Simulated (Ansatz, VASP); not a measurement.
Ga in VASP and in Ansatz

```
Ga
1.0
     1.43781   -4.03084    0.00000
     1.43781    4.03084    0.00000
     0.00000    0.00000    3.14336
Ga
2
Cartesian
  1.4378 -2.9586 0.7858
  1.4378 2.9586 2.3575
```

Change from the starting cell: volume scaled by 0.975, PAW files.

Alike in both runs: task electric field gradients; functional LDA; k mesh 12 × 12 × 10; occupations fermi-dirac, width 0.08 eV; no spin polarisation.

```csv
,VASP,Ansatz
version,VASP 6.6.1,Ansatz 0.2.0
potentials or method,"VASP PAW LDA potentials, release 64 (Ga_d)","PAW with Ansatz's default frozen-core files, scalar-relativistic"
plane-wave cutoff (eV),520,420
valence electrons in the cell,26,26
```

Ansatz gave:

```
pressure (GPa)                                                : -2.7
traceless stress, the component that is largest in VASP (GPa) : -2.25
rms of the force components (eV/Å)                            : 0.111
size of Vzz on the site where it differs most (V/Å²)          : 28.9
```

**Question.** Estimate VASP's values.

**Answer.** Pressure (GPa): -2.5; traceless stress, the component that is largest in VASP (GPa): -2.27; rms of the force components (eV/Å): 0.112; size of Vzz on the site where it differs most (V/Å²): 28.2.

LDA's correlation is that of Perdew and Zunger in VASP and of Perdew and Wang (1992) in Ansatz. Atom by atom the forces differ by 0.001 eV/Å (rms over components).
